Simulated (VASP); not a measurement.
## ZrSnO4: single point with r2SCAN

ZrSnO4:

```
Sn Zr O
1.0
     3.57749    0.00000    0.00000
     0.00000    3.57749    0.00000
     0.00000    0.00000    5.35917
Sn Zr O
1 1 4
Cartesian
  1.7887 1.7887 2.6796
  0.0000 0.0000 0.0000
  1.7887 0.0000 3.6577
  0.0000 1.7887 4.3784
  0.0000 1.7887 1.7014
  1.7887 0.0000 0.9808
```

* Program: VASP 6.6.1
* Task: single point
* Functional: r2SCAN
* Potentials or basis: VASP PAW PBE potentials, release 64 (Sn_d, Zr_sv, O)
* Cutoff: 520 eV
* k mesh: 8 × 8 × 6
* Occupations: gaussian, width 0.01 eV
* Spin: no spin polarisation
* Dipole correction: no
* Further INCAR settings: ALGO = Normal; EDIFF = 1e-07; NBANDS = 34

| Quantity | Value |
| --- | --- |
| Pressure | 0.8 GPa |
| Largest force | 0.073 eV/Å |
| Band gap on the k mesh | 2.55 eV, indirect (least direct gap 2.71 eV) |

Forces in eV/Å, atoms in the order of the input:
```
Sn   0.000  0.000  0.000
Zr   0.000  0.000  0.000
O    0.000  0.000  0.073
O    0.000  0.000 -0.021
O    0.000  0.000 -0.073
O    0.000  0.000  0.021
```

Stress tensor (GPa, compression positive):
```
0.91 0.00 0.00
0.00 0.91 0.00
0.00 0.00 0.59
```

Levels at points of the mesh, in eV from the valence-band top:
```
           k point  band 21  band 22  band 23  band 24  band 25  band 26  band 27  band 28  band 29  band 30
(0.00, 0.00, 0.00)    -0.94    -0.94    -0.30    -0.16    -0.16     2.55     5.31     6.08     7.95     9.03
(0.50, 0.00, 0.00)    -1.59    -1.42    -1.35    -0.53    -0.36     5.12     5.35     5.82     7.21     7.62
(0.50, 0.50, 0.00)    -1.15    -0.52    -0.47    -0.47     0.00     4.96     5.85     6.70     6.70     8.28
(0.00, 0.00, 0.50)    -1.61    -1.56    -1.56    -0.12    -0.12     4.03     5.31     5.51     7.45     8.99
(0.50, 0.00, 0.50)    -2.06    -1.80    -1.19    -1.13    -0.94     5.25     5.46     6.13     7.34     9.02
(0.50, 0.50, 0.50)    -1.36    -1.36    -0.85    -0.37    -0.28     5.81     6.31     6.58     6.70     6.70
```

It took 8.7 min on 1 thread of Intel(R) Xeon(R) Platinum 8259CL CPU @ 2.50GHz (Skylake/Cascade Lake) (shared host), peak memory 0.27 GiB.

Caveat: the PAW data sets were made with another functional, which shifts forces and pressure a little; spin-orbit coupling is left out, which moves the levels of the heavy elements. A k mesh can miss the band edges.
